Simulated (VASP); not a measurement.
# KI in VASP: notebook

The runs below take KI through single point, with PBE.

All numbers are computed with VASP 6.6.1; they aren't measurements. Logs are shortened: lines on timing, memory, paths and dates and some standing lists are left out, and cuts for length are marked.

## Step 1: The cell of the first run

It takes space group Fm-3m (No. 225, cubic). The conventional cell has a = 7.613 Å, b = 7.613 Å, c = 7.613 Å, α = 90.00°, β = 90.00°, γ = 90.00°. Within 5.0 Å of K (site symmetry m-3m) lie 6 I at 3.81 Å. I (site symmetry m-3m) has 6 K at 3.81 Å within 5.0 Å.

## Step 2: Single point, PBE (strain +0.080 along x and y, +0.080 along z)

The input, INCAR:

```
SYSTEM = KI
  ALGO = Normal
  EDIFF = 1E-6
  ENCUT = 520
  GGA = PE
  ISIF = 2
  ISMEAR = 0
  LASPH = .TRUE.
  LCHARG = .FALSE.
  LREAL = .FALSE.
  LWAVE = .FALSE.
  NBANDS = 15
  NELM = 100
  PREC = Accurate
  SIGMA = 0.05
```

The input, KPOINTS:

```
k-points
0
G
  6 6 6
  0 0 0
```

The input, POSCAR:

```
KI
1.0
    0.0000000000      3.8065140000      3.8065140000
    3.8065140000      0.0000000000      3.8065140000
    3.8065140000      3.8065140000      0.0000000000
K I
1 1
Direct
    0.0000000000      0.0000000000      0.0000000000
    0.5000000000      0.5000000000      0.5000000000
```

Potentials or basis: VASP PAW PBE potentials, release 64 (K_sv, I).

The run is started by

```bash
$ cat potpaw_PBE.64/K_sv/POTCAR potpaw_PBE.64/I/POTCAR > POTCAR
$ mpirun -np 1 vasp_std > vasp.out
```

OUTCAR:

```text
SYSTEM = KI
   EDIFF = 1E-6
   ENCUT = 520
   GGA = PE
   ISIF = 2
   ISMEAR = 0
   LASPH = .TRUE.
   LREAL = .FALSE.
   NELM = 100
   PREC = Accurate

 ion  position               nearest neighbor table
   1  0.000  0.000  0.000-
   2  0.500  0.500  0.500-

  LATTYP: Found a face centered cubic cell.
 ALAT       =     7.6130280000

  Lattice vectors:

 A1 = (   0.0000000000,   3.8065140000,   3.8065140000)
 A2 = (   3.8065140000,   0.0000000000,   3.8065140000)
 A3 = (   3.8065140000,   3.8065140000,   0.0000000000)

Analysis of symmetry for initial positions (statically):
=====================================================================
 Subroutine PRICEL returns:
 Original cell was already a primitive cell.

 Routine SETGRP: Setting up the symmetry group for a
 face centered cubic supercell.

 Subroutine GETGRP returns: Found 48 space group operations
 (whereof 48 operations were pure point group operations)
 out of a pool of 48 trial point group operations.

The static configuration has the point symmetry O_h .

Analysis of symmetry for dynamics (positions and initial velocities):
=====================================================================
 Subroutine PRICEL returns:
 Original cell was already a primitive cell.

 Routine SETGRP: Setting up the symmetry group for a
 face centered cubic supercell.

 Subroutine GETGRP returns: Found 48 space group operations
 (whereof 48 operations were pure point group operations)
 out of a pool of 48 trial point group operations.

The dynamic configuration has the point symmetry O_h .

 Subroutine INISYM returns: Found 48 space group operations
 (whereof 48 operations are pure point group operations),
 and found     1 'primitive' translations

----------------------------------------------------------------------------------------

                                     Primitive cell

  volume of cell :     110.3093

  direct lattice vectors                    reciprocal lattice vectors
     0.000000000  3.806514000  3.806514000    -0.131353779  0.131353779  0.131353779
     3.806514000  0.000000000  3.806514000     0.131353779 -0.131353779  0.131353779
     3.806514000  3.806514000  0.000000000     0.131353779  0.131353779 -0.131353779

  length of vectors
     5.383223724  5.383223724  5.383223724     0.227511420  0.227511420  0.227511420

  position of ions in fractional coordinates (direct lattice)
     0.000000000  0.000000000  0.000000000
     0.500000000  0.500000000  0.500000000

  ion indices of the primitive-cell ions
   primitive index   ion index
                 1           1
                 2           2

----------------------------------------------------------------------------------------

 KPOINTS: k-points

Automatic generation of k-mesh.
 Grid dimensions read from file:
 generate k-points for:    6    6    6

 Generating k-lattice:

  Cartesian coordinates                     Fractional coordinates (reciprocal lattice)
    -0.021892297  0.021892297  0.021892297     0.166666667  0.000000000  0.000000000
     0.021892297 -0.021892297  0.021892297     0.000000000  0.166666667  0.000000000
     0.021892297  0.021892297 -0.021892297     0.000000000  0.000000000  0.166666667

  Length of vectors
     0.037918570  0.037918570  0.037918570

  Shift w.r.t. Gamma in fractional coordinates (k-lattice)
     0.000000000  0.000000000  0.000000000

 Subroutine IBZKPT returns following result:
 ===========================================

 Found     16 irreducible k-points:

 Following reciprocal coordinates:
            Coordinates               Weight
  0.000000  0.000000  0.000000      1.000000
  0.166667  0.000000  0.000000      8.000000
  0.333333  0.000000  0.000000      8.000000
  0.500000  0.000000  0.000000      4.000000
  0.166667  0.166667  0.000000      6.000000
  0.333333  0.166667  0.000000     24.000000
[... 8 lines left out ...]
 -0.333333  0.333333  0.166667     24.000000
 -0.333333  0.500000  0.166667     12.000000
   k-points           NKPTS =     16   k-points in BZ     NKDIM =     16   number of bands    NBANDS=     15
   number of dos      NEDOS =    301   number of ions     NIONS =      2
   total plane-waves  NPLWV =  64000
   dimension x,y,z NGX =    40 NGY =   40 NGZ =   40
   dimension x,y,z NGXF=    80 NGYF=   80 NGZF=   80
   ions per type =               1   1
   NGX,Y,Z   is equivalent  to a cutoff of  12.35, 12.35, 12.35 a.u.
   NGXF,Y,Z  is equivalent  to a cutoff of  24.71, 24.71, 24.71 a.u.
 SYSTEM =  KI
   PREC   = accura    normal or accurate (medium, high low for compatibility)
   ISTART =      0    job   : 0-new  1-cont  2-samecut
   ICHARG =      2    charge: 1-file 2-atom 10-const
   ISPIN  =      1    spin polarized calculation?
   LNONCOLLINEAR =      F non collinear calculations
   LSORBIT =      F    spin-orbit coupling
   LASPH  =      T    aspherical Exc in radial PAW
   ENCUT  =  520.0 eV  38.22 Ry    6.18 a.u.  10.01 10.01 10.01*2*pi/ulx,y,z
   NELM   =    100;   NELMIN=  2; NELMDL= -5     # of ELM steps
   EDIFF  = 0.1E-05   stopping-criterion for ELM
   LREAL  =      F    real-space projection
   EDIFFG = 0.1E-04   stopping-criterion for IOM
   NSW    =      0    number of steps for IOM
   IBRION =     -1    ionic relax: 0-MD 1-quasi-New 2-CG
   NFREE  =      0    steps in history (QN), initial steepest desc. (CG)
   ISIF   =      2    stress and relaxation
   ISYM   =      2    0-nonsym 1-usesym 2-fastsym
   POTIM  = 0.5000    time-step for ionic-motion
   TEBEG  =    0.0;   TEEND  =   0.0 temperature during run
   PSTRESS=    0.0 pullay stress
   NELECT =      16.0000    total number of electrons
   NUPDOWN=      -1.0000    fix difference up-down
   EMIN   =  10.00;   EMAX   =-10.00  energy-range for DOS
   EFERMI =   0.00;   METHOD = LEGACY
   ISMEAR =     0;   SIGMA  =   0.05  broadening in eV -4-tet -1-fermi 0-gaus
   EFERMI_NEDOS =   21; number of points for ismear=-14 and -15
   IALGO  =     38    algorithm
   IMIX   =      4    mixing-type and parameters
     AMIX     =   0.40;   BMIX     =  1.00
     AMIX_MAG =   1.60;   BMIX_MAG =  1.00
  volume/ion in A,a.u.               =      55.15       372.20
  Fermi-wavevector in a.u.,A,eV,Ry     =   0.860156  1.625460 10.066528  0.739869
  Thomas-Fermi vector in A             =   1.977619
   LORBIT       =      0    0 simple, 1 ext, 2 COOP (PROOUT), +10 PAW based schemes
   GGA     = PE    functional components
   LHFCALC =     F    Hartree Fock is set to
   AEXX    =    0.0000 exact exchange contribution
   IVDW    =     0    specifies the selected vdW correction
   LEPSILON=     F    determine dielectric tensor
   LRPA    =     F    only Hartree local field effects (RPA)
 non-spin polarized calculation
 Gauss-broadening in eV      SIGMA  =   0.05
  energy-cutoff  :      520.00
  volume of cell :      110.31
 maximum number of plane-waves:      2988
   NGX = 21   NGY = 21   NGZ = 21

 number of electron      16.0000002 magnetization

 Free energy of the ion-electron system (eV)
  ---------------------------------------------------
  ext. energy  EPLUGINS =         0.00000000
  ---------------------------------------------------
  free energy    TOTEN  =        -5.48816359 eV

  energy without entropy =       -5.48816359  energy(sigma->0) =       -5.48816359

 E-fermi :  -1.1623     XC(G=0):  -6.3438

 val. band max:       -1.4030739508   @ k =   0.0000   0.0000   0.0000
 cond. band min:       2.1042474016   @ k =   0.0000   0.0000   0.0000
 fundamental gap:      3.5073213525
 Fermi energy:        -1.1623150129

 k-point     1 :       0.0000    0.0000    0.0000
  band No.  band energies     occupation
      1     -30.3729      2.00000
      2     -13.8378      2.00000
      3     -13.8378      2.00000
      4     -13.8378      2.00000
      5     -11.6396      2.00000
      6      -1.4031      2.00000
      7      -1.4031      2.00000
      8      -1.4031      2.00000
      9       2.1042      0.00000
     10       5.0923      0.00000
     11       5.0923      0.00000
     12       5.0923      0.00000
     13       5.6743      0.00000
     14       5.6743      0.00000
     15       8.0477      0.00000

 k-point     2 :       0.1667    0.0000    0.0000
  band No.  band energies     occupation
      1     -30.3728      2.00000
      2     -13.8472      2.00000
      3     -13.8381      2.00000
      4     -13.8381      2.00000
      5     -11.6154      2.00000
      6      -1.6775      2.00000
      7      -1.4534      2.00000
      8      -1.4534      2.00000
      9       2.6066      0.00000
     10       4.9629      0.00000
     11       5.3243      0.00000
     12       5.3243      0.00000
     13       5.8856      0.00000
     14       5.8856      0.00000
     15       8.5854      0.00000

 k-point     3 :       0.3333    0.0000    0.0000
  band No.  band energies     occupation
      1     -30.3726      2.00000
      2     -13.8657      2.00000
      3     -13.8387      2.00000
      4     -13.8387      2.00000
      5     -11.5669      2.00000
      6      -2.1091      2.00000
      7      -1.5493      2.00000
      8      -1.5493      2.00000
      9       3.4985      0.00000
     10       5.0904      0.00000
     11       5.8569      0.00000
     12       5.8569      0.00000
     13       6.4810      0.00000
     14       6.4810      0.00000
     15       7.3429      0.00000
[... 199 lines left out ...]
 k-point    15 :      -0.3333    0.3333    0.1667
  band No.  band energies     occupation
      1     -30.3723      2.00000
      2     -13.8600      2.00000
      3     -13.8465      2.00000
      4     -13.8430      2.00000
      5     -11.5515      2.00000
      6      -2.0522      2.00000
      7      -1.8273      2.00000
      8      -1.6821      2.00000
      9       4.5878      0.00000
     10       4.8409      0.00000
     11       5.0412      0.00000
     12       6.1806      0.00000
     13       6.7650      0.00000
     14       7.2297      0.00000
     15       7.6827      0.00000

 k-point    16 :      -0.3333    0.5000    0.1667
  band No.  band energies     occupation
      1     -30.3723      2.00000
      2     -13.8513      2.00000
      3     -13.8489      2.00000
      4     -13.8466      2.00000
      5     -11.5581      2.00000
      6      -1.9997      2.00000
      7      -1.7840      2.00000
      8      -1.7546      2.00000
      9       4.3104      0.00000
     10       4.3707      0.00000
     11       5.5378      0.00000
     12       6.1317      0.00000
     13       6.6844      0.00000
     14       7.6201      0.00000
     15       7.7775      0.00000

------------------------ aborting loop because EDIFF is reached ----------------------------------------

  FORCE on cell =-STRESS in cart. coord.  units (eV):
  Direction    XX          YY          ZZ          XY          YZ          ZX
  --------------------------------------------------------------------------------------
  -------------------------------------------------------------------------------------
  Total       -0.8316988     -0.8316988     -0.8316988      0.0000000     -0.0000000      0.0000000
  in kB      -12.0799290    -12.0799290    -12.0799290      0.0000000     -0.0000000      0.0000000
  external PRESSURE =     -12.0799290 kB  Pullay stress =       0.0000000 kB

 VOLUME and BASIS-vectors are now :
 -----------------------------------------------------------------------------
  energy-cutoff  :      520.00
  volume of cell :      110.31
      direct lattice vectors                 reciprocal lattice vectors
     0.000000000  3.806514000  3.806514000    -0.131353779  0.131353779  0.131353779
     3.806514000  0.000000000  3.806514000     0.131353779 -0.131353779  0.131353779
     3.806514000  3.806514000  0.000000000     0.131353779  0.131353779 -0.131353779

 POSITION                                       TOTAL-FORCE (eV/Angst)
 -----------------------------------------------------------------------------------
      0.00000      0.00000      0.00000         0.000000      0.000000      0.000000
      3.80651      3.80651      3.80651        -0.000000     -0.000000     -0.000000
 -----------------------------------------------------------------------------------
    total drift:                                0.000000     -0.000000     -0.000000

  FREE ENERGIE OF THE ION-ELECTRON SYSTEM (eV)
  ---------------------------------------------------
  free  energy   TOTEN  =        -5.4881635903 eV

  energy  without entropy=       -5.4881635903  energy(sigma->0) =       -5.48816359
```

Wall time 18 s (1 thread of Intel Xeon Platinum 8488C (Sapphire Rapids), shared host); peak memory 0.23 GiB.

Results:

* Free energy: -5.4882 eV
* Pressure: -1.2 GPa
* Band gap on the k mesh: 3.51 eV, direct

Levels at points of the mesh, in eV from the valence-band top:
```
           k point  band 6  band 7  band 8  band 9  band 10  band 11
(0.00, 0.00, 0.00)    0.00    0.00    0.00    3.51     6.50     6.50
(0.50, 0.00, 0.00)   -0.89   -0.19   -0.19    5.25     6.89     7.67
(0.50, 0.50, 0.00)   -0.69   -0.25   -0.25    5.19     5.25     7.74
```

Caveat: the cell differs from its parent crystal (strain +0.080 along x and y, +0.080 along z); spin-orbit coupling is left out, which moves the levels of the heavy elements.

## Step 3: Single point, PBE (strain -0.080 along x and y, -0.040 along z)

The input, INCAR:

```
SYSTEM = KI
PREC = Accurate
ENCUT = 520
EDIFF = 1E-6
ISMEAR = 0
SIGMA = 0.05
LREAL = .False.
LASPH = .True.
NELM = 80
ALGO = Normal
ISIF = 2
LWAVE = .False.
LCHARG = .True.
GGA = PE
LELF = .True.
LVHAR = .True.
NBANDS = 15
```

The input, KPOINTS:

```
regular mesh
0
Gamma
  6 6 6
  0 0 0
```

The input, POSCAR:

```
KI
1.0
    0.0000000000      3.2425860000      3.3835680000
    3.2425860000      0.0000000000      3.3835680000
    3.2425860000      3.2425860000      0.0000000000
K I
1 1
Direct
    0.0000000000      0.0000000000      0.0000000000
    0.5000000000      0.5000000000      0.5000000000
```

Potentials or basis: VASP PAW PBE potentials, release 64 (K_sv, I).

The run is started by

```bash
$ cat potpaw_PBE.64/K_sv/POTCAR potpaw_PBE.64/I/POTCAR > POTCAR
$ mpirun -np 1 vasp_std > vasp.out
```

Run time: 20 s. Hardware: 1 thread of Intel Xeon Platinum 8488C (Sapphire Rapids), shared host; peak memory 0.21 GiB.

Results (log left out):

- Free energy: -5.2654 eV
- Pressure: 5.5 GPa
- Band gap on the k mesh: 4.43 eV, indirect (least direct gap 4.50 eV)

Stress tensor (GPa, compression positive):
```
6.44 0.00 0.00
0.00 6.44 0.00
0.00 0.00 3.56
```

Levels at points of the mesh, in eV from the valence-band top:
```tsv
k point	band 4	band 5	band 6	band 7	band 8	band 9	band 10	band 11	band 12	band 13
(0.00, 0.00, 0.00)	-11.75	-10.93	-0.06	0.00	0.00	4.50	6.09	6.39	6.39	7.09
(0.50, 0.00, 0.00)	-11.76	-10.20	-1.92	-0.61	-0.58	5.67	8.17	8.38	8.74	8.95
(0.50, 0.50, 0.00)	-11.80	-10.69	-1.45	-0.45	-0.45	4.47	6.29	8.15	9.37	9.82
(0.50, 0.00, 0.50)	-11.79	-10.66	-1.34	-0.56	-0.55	4.43	6.25	8.27	9.42	9.81
```

Caveat: the cell differs from its parent crystal (strain -0.080 along x and y, -0.040 along z); spin-orbit coupling is left out, which moves the levels of the heavy elements. A k mesh can miss the band edges.

## Step 4: Single point, PBE (strain -0.040 along x and y, +0.000 along z)

The input, INCAR:

```
SYSTEM = KI
PREC     = Accurate       ! precision mode
ENCUT    = 520            ! plane-wave cutoff, eV
EDIFF    = 1E-6           ! SCF threshold, eV
ISMEAR   = 0              ! smearing method
SIGMA    = 0.05           ! smearing width, eV
LREAL    = .FALSE.        ! projectors in reciprocal space
LASPH    = .TRUE.         ! aspherical terms in the spheres
NELM     = 60             ! most SCF steps
ALGO     = Normal         ! electronic algorithm
ISIF     = 2              ! what is computed and relaxed
LWAVE    = .FALSE.        ! write WAVECAR
LCHARG   = .FALSE.        ! write CHGCAR
GGA      = PE             ! functional
NBANDS   = 15             ! bands
```

The input, KPOINTS:

```
regular mesh
0
G
  6 6 6
  0 0 0
```

The input, POSCAR:

```
KI
1.0
    0.0000000000      3.3835680000      3.5245500000
    3.3835680000      0.0000000000      3.5245500000
    3.3835680000      3.3835680000      0.0000000000
K I
1 1
Direct
    0.0000000000      0.0000000000      0.0000000000
    0.5000000000      0.5000000000      0.5000000000
```

The run is started by

```bash
$ cat potpaw_PBE.64/K_sv/POTCAR potpaw_PBE.64/I/POTCAR > POTCAR
$ mpirun -np 1 vasp_std > vasp.out
```

Wall time 17 s (1 thread of Intel Xeon Platinum 8488C (Sapphire Rapids), shared host); peak memory 0.21 GiB.

The run converged. Its results:

```
Free energy            : -5.4847 eV
Pressure               : 2.2 GPa
Band gap on the k mesh : 4.17 eV, direct
```

Stress tensor (GPa, compression positive):
```
2.70 0.00 0.00
0.00 2.70 0.00
0.00 0.00 1.11
```

Levels at points of the mesh, in eV from the valence-band top:
```
           k point  band 4  band 5  band 6  band 7  band 8  band 9  band 10  band 11  band 12  band 13
(0.00, 0.00, 0.00)  -11.86  -10.66   -0.03    0.00    0.00    4.17     6.26     6.53     6.53     7.14
(0.50, 0.00, 0.00)  -11.87  -10.23   -1.55   -0.44   -0.42    5.60     7.93     8.17     8.49     8.83
(0.50, 0.50, 0.00)  -11.89  -10.49   -1.19   -0.37   -0.37    4.78     5.98     8.10     8.99     9.14
(0.50, 0.00, 0.50)  -11.89  -10.47   -1.13   -0.47   -0.43    4.75     5.97     8.20     9.02     9.29
```

Caveat: the cell differs from its parent crystal (strain -0.040 along x and y, +0.000 along z); spin-orbit coupling is left out, which moves the levels of the heavy elements.

## Step 5: Summary

```tsv
cell	gap on the mesh (eV)	pressure (GPa)
a = 5.383 Å, angles 60.0°, 2 atoms	3.51	-1.2
a = 4.686, b = 4.686, c = 4.586 Å, angles 60.7, 60.7, 58.6°, 2 atoms	4.43	5.5
a = 4.886, b = 4.886, c = 4.785 Å, angles 60.7, 60.7, 58.6°, 2 atoms	4.17	2.2
```

Alike in all rows: task single point; level PBE; potentials or basis VASP PAW PBE potentials, release 64 (K_sv, I); no spin polarisation; k mesh 6 × 6 × 6; cutoff (eV) 520; smearing gaussian 0.05 eV.

Caveats: spin-orbit coupling is left out, which moves the levels of the heavy elements.

Total energies depend on the potentials used, so only differences within one code and one set of settings carry meaning.
